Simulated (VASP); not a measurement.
Wanted: the native input for a VASP 6.6.1 run.

* Task: single point
* Functional: PBE
* Potentials or basis: VASP PAW PBE potentials, release 64 (Cd, S, O)
* Cutoff: 520 eV
* k mesh: 6 × 6 × 6
* Occupations: gaussian, width 0.1 eV
* Spin: no spin polarisation
* Dipole correction: no
* Further INCAR settings: ALGO = Normal; EDIFF = 1e-07; NBANDS = 26

The structure of CdS2O2 lies in POSCAR:

```
CdS2O2
1.0
   -2.1255707100      2.1255707100      5.0142567400
    2.1255707100     -2.1255707100      5.0142567400
    2.1255707100      2.1255707100     -5.0142567400
Cd S O
1 2 2
Direct
    0.0000000000      0.0000000000      0.0000000000
    0.2500000000      0.7500000000      0.5000000000
    0.7500000000      0.2500000000      0.5000000000
    0.6412651500      0.6412651500      0.0000000000
    0.3587348500      0.3587348500      0.0000000000
```

The cell was generated, and may not be a known phase.

The input as run:

INCAR

```
PREC = Accurate
ENCUT = 520
EDIFF = 1E-7
ISMEAR = 0
SIGMA = 0.1
LREAL = F
LASPH = T
NELM = 60
ALGO = Normal
ISIF = 2
LWAVE = F
LCHARG = F
GGA = PE
NBANDS = 26
```

KPOINTS

```
Automatic mesh
0
Gamma
  6 6 6
```

Potentials or basis: VASP PAW PBE potentials, release 64 (Cd, S, O).

Run with:

```console
$ cat potpaw_PBE.64/Cd/POTCAR potpaw_PBE.64/S/POTCAR potpaw_PBE.64/O/POTCAR > POTCAR
$ mpirun -np 1 vasp_std > vasp.out
```

Results of the run:

```
Pressure               : -8.8 GPa
Largest force          : 2.476 eV/Å
Band gap on the k mesh : zero (bands 18 and 19 overlap by 0.69 eV)
```

Caveat: the stress differs along the axes, from -14 to -6 GPa; semilocal functionals underestimate gaps, and a narrow one can read as zero; forces of over 1 eV/Å act on the atoms, so gaps and moduli don't describe the material at rest.

Wall time 2 min on 1 thread of Intel(R) Xeon(R) Platinum 8375C CPU @ 2.90GHz (Ice Lake), with other jobs on the host, peak memory 0.35 GiB.
